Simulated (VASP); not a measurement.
# SrCl2 (Fm-3m) in VASP: a series of runs, part 2 of 2

VASP 6.6.1.

### Step 3. Single point, PBEsol (volume scaled by 0.5)

The input, INCAR:

```
PREC = Accurate
ENCUT = 520
EDIFF = 1E-6
ISMEAR = -1
SIGMA = 0.03
LREAL = F
LASPH = T
NELM = 100
ALGO = Normal
ISIF = 2
LWAVE = F
LCHARG = T
GGA = PS
LELF = T
LVHAR = T
NBANDS = 19
```

The input, KPOINTS:

```
regular mesh
0
Gamma
  7 7 7
```

The input, POSCAR:

```
SrCl2
1.0
    0.0000000000      2.7777512909      2.7777512909
    2.7777512909      0.0000000000      2.7777512909
    2.7777512909      2.7777512909      0.0000000000
Sr Cl
1 2
Direct
    0.0000000000      0.0000000000      0.0000000000
    0.7500000000      0.7500000000      0.7500000000
    0.2500000000      0.2500000000      0.2500000000
```

Potentials or basis: VASP PAW PBE potentials, release 64 (Sr_sv, Cl).

Started as:

```console
> cat potpaw_PBE.64/Sr_sv/POTCAR potpaw_PBE.64/Cl/POTCAR > POTCAR
> mpirun -np 1 vasp_std > vasp.out
```

OUTCAR:

```text
PREC = Accurate
   ENCUT = 520
   EDIFF = 1E-6
   ISMEAR = -1
   LREAL = F
   LASPH = T
   NELM = 100
   ISIF = 2
   GGA = PS

 ion  position               nearest neighbor table
   1  0.000  0.000  0.000-   2 2.41   3 2.41   2 2.41   2 2.41   2 2.41   3 2.41   3 2.41   3 2.41

   2  0.750  0.750  0.750-   1 2.41   1 2.41   1 2.41   1 2.41
   3  0.250  0.250  0.250-   1 2.41   1 2.41   1 2.41   1 2.41

  LATTYP: Found a face centered cubic cell.
 ALAT       =     5.5555025818

  Lattice vectors:

 A1 = (   0.0000000000,   2.7777512909,   2.7777512909)
 A2 = (   2.7777512909,   0.0000000000,   2.7777512909)
 A3 = (   2.7777512909,   2.7777512909,   0.0000000000)

Analysis of symmetry for initial positions (statically):
=====================================================================
 Subroutine PRICEL returns:
 Original cell was already a primitive cell.

 Routine SETGRP: Setting up the symmetry group for a
 face centered cubic supercell.

 Subroutine GETGRP returns: Found 48 space group operations
 (whereof 48 operations were pure point group operations)
 out of a pool of 48 trial point group operations.

The static configuration has the point symmetry O_h .

Analysis of symmetry for dynamics (positions and initial velocities):
=====================================================================
 Subroutine PRICEL returns:
 Original cell was already a primitive cell.

 Routine SETGRP: Setting up the symmetry group for a
 face centered cubic supercell.

 Subroutine GETGRP returns: Found 48 space group operations
 (whereof 48 operations were pure point group operations)
 out of a pool of 48 trial point group operations.

The dynamic configuration has the point symmetry O_h .

 Subroutine INISYM returns: Found 48 space group operations
 (whereof 48 operations are pure point group operations),
 and found     1 'primitive' translations

[... 106 lines left out ...]
   ISMEAR =    -1;   SIGMA  =   0.03  broadening in eV -4-tet -1-fermi 0-gaus
   EFERMI_NEDOS =   21; number of points for ismear=-14 and -15
   IALGO  =     38    algorithm
   IMIX   =      4    mixing-type and parameters
     AMIX     =   0.40;   BMIX     =  1.00
     AMIX_MAG =   1.60;   BMIX_MAG =  1.00
  volume/ion in A,a.u.               =      14.29        96.42
  Fermi-wavevector in a.u.,A,eV,Ry     =   1.349300  2.549807 24.770913  1.820611
  Thomas-Fermi vector in A             =   2.476898
   LORBIT       =      0    0 simple, 1 ext, 2 COOP (PROOUT), +10 PAW based schemes
   GGA     = PS    functional components
   LHFCALC =     F    Hartree Fock is set to
   AEXX    =    0.0000 exact exchange contribution
   IVDW    =     0    specifies the selected vdW correction
   LEPSILON=     F    determine dielectric tensor
   LRPA    =     F    only Hartree local field effects (RPA)
 non-spin polarized calculation
  energy-cutoff  :      520.00
  volume of cell :       42.87
 maximum number of plane-waves:      1173
 NGX is ok and might be reduce to    30
   NGX = 15   NGY = 15   NGZ = 15

 number of electron      24.0000002 magnetization

 Free energy of the ion-electron system (eV)
  ---------------------------------------------------
  ext. energy  EPLUGINS =         0.00000000
  ---------------------------------------------------
  free energy    TOTEN  =        -5.93417496 eV

  energy without entropy =       -5.93417496  energy(sigma->0) =       -5.93417496

 E-fermi :   7.5186     XC(G=0): -11.8643

 val. band max:        6.8388196686   @ k =  -0.4286   0.4286   0.0000
 cond. band min:      10.7129251524   @ k =   0.0000   0.0000   0.0000
 fundamental gap:      3.8741054838
 Fermi energy:         7.5185728599

 k-point     1 :       0.0000    0.0000    0.0000
  band No.  band energies     occupation
      1     -25.3977      2.00000
      2      -9.5567      2.00000
      3      -7.8365      2.00000
      4      -7.8365      2.00000
      5      -7.8365      2.00000
      6      -6.4608      2.00000
[... 417 lines left out ...]
      6      -4.8733      2.00000
[... 11 lines left out ...]
     18      18.3528      0.00000
     19      18.8804      0.00000

------------------------ aborting loop because EDIFF is reached ----------------------------------------

  FORCE on cell =-STRESS in cart. coord.  units (eV):
  Direction    XX          YY          ZZ          XY          YZ          ZX
  --------------------------------------------------------------------------------------
  -------------------------------------------------------------------------------------
  Total       28.3517981     28.3517981     28.3517981      0.0000000     -0.0000000     -0.0000000
  in kB     1059.6955721   1059.6955721   1059.6955721      0.0000000     -0.0000000     -0.0000000
  external PRESSURE =    1059.6955721 kB  Pullay stress =       0.0000000 kB

 VOLUME and BASIS-vectors are now :
 -----------------------------------------------------------------------------
  energy-cutoff  :      520.00
  volume of cell :       42.87
      direct lattice vectors                 reciprocal lattice vectors
     0.000000000  2.777751291  2.777751291    -0.180001716  0.180001716  0.180001716
     2.777751291  0.000000000  2.777751291     0.180001716 -0.180001716  0.180001716
     2.777751291  2.777751291  0.000000000     0.180001716  0.180001716 -0.180001716

 POSITION                                       TOTAL-FORCE (eV/Angst)
 -----------------------------------------------------------------------------------
      0.00000      0.00000      0.00000         0.000000      0.000000      0.000000
      4.16663      4.16663      4.16663        -0.000000     -0.000000     -0.000000
      1.38888      1.38888      1.38888         0.000000     -0.000000      0.000000
 -----------------------------------------------------------------------------------
    total drift:                                0.000000     -0.000000     -0.000000

  FREE ENERGIE OF THE ION-ELECTRON SYSTEM (eV)
  ---------------------------------------------------
  free  energy   TOTEN  =        -5.9341749647 eV

  energy  without entropy=       -5.9341749647  energy(sigma->0) =       -5.93417496
```

OSZICAR:

```text
N       E                     dE             d eps       ncg     rms          rms(c)
DAV:   1     0.150854264151E+03    0.15085E+03   -0.13158E+04   760   0.125E+03
DAV:   2    -0.597625668088E-01   -0.15091E+03   -0.14720E+03  1008   0.257E+02
DAV:   3    -0.622581362190E+01   -0.61661E+01   -0.61439E+01  1048   0.496E+01
DAV:   4    -0.640541675218E+01   -0.17960E+00   -0.17945E+00  1100   0.732E+00
DAV:   5    -0.640772477449E+01   -0.23080E-02   -0.23079E-02  1016   0.864E-01    0.695E+01
DAV:   6    -0.602287026187E+01    0.38485E+00   -0.43194E-01   859   0.355E+00    0.418E+01
DAV:   7    -0.594334303159E+01    0.79527E-01   -0.44565E-01   910   0.375E+00    0.169E+00
DAV:   8    -0.593363465872E+01    0.97084E-02   -0.53724E-02   861   0.138E+00    0.461E-01
DAV:   9    -0.593404451396E+01   -0.40986E-03   -0.17685E-03   939   0.313E-01    0.209E-01
DAV:  10    -0.593414568985E+01   -0.10118E-03   -0.18226E-04   958   0.865E-02    0.437E-02
DAV:  11    -0.593416779332E+01   -0.22103E-04   -0.19229E-05   888   0.330E-02    0.124E-02
DAV:  12    -0.593417476497E+01   -0.69716E-05   -0.71308E-06   866   0.170E-02    0.537E-03
DAV:  13    -0.593417496468E+01   -0.19971E-06   -0.27193E-07   793   0.357E-03
   1 F= -.59341750E+01 E0= -.59341750E+01  d E =-.717155E-11
```

stdout:

```text
POSCAR found type information on POSCAR SrCl
 POSCAR found :  2 types and       3 ions
 scaLAPACK will be used
 -----------------------------------------------------------------------------
|                                                                             |
|                                                                             |
|     You enforced a specific xc type in the INCAR file but a different       |
|     I HOPE YOU KNOW WHAT YOU ARE DOING!                                     |
|                                                                             |
 -----------------------------------------------------------------------------

 LDA part: xc-table for (Slater+PW92), standard interpolation
 POSCAR, INCAR and KPOINTS ok, starting setup
 FFT: planning ... GRIDC
 FFT: planning ... GRID_SOFT
 FFT: planning ... GRID
 WAVECAR not read
 entering main loop
```

Run time: 22 s. Hardware: 1 thread of Intel Xeon Platinum 8375C at 2.90GHz (Ice Lake), shared host; peak memory 0.17 GiB.

Results:

* Free energy: -5.9342 eV
* Pressure: 106.0 GPa
* Band gap on the k mesh: 3.87 eV, indirect (least direct gap 4.50 eV)

Levels at points of the mesh, in eV from the valence-band top:
| k point | band 10 | band 11 | band 12 | band 13 | band 14 | band 15 |
| --- | --- | --- | --- | --- | --- | --- |
| (0.00, 0.00, 0.00) | -0.66 | -0.66 | -0.66 | 3.87 | 3.87 | 7.66 |

Caveat: the PAW data sets were made with another functional, which shifts forces and pressure a little. A k mesh can miss the band edges.
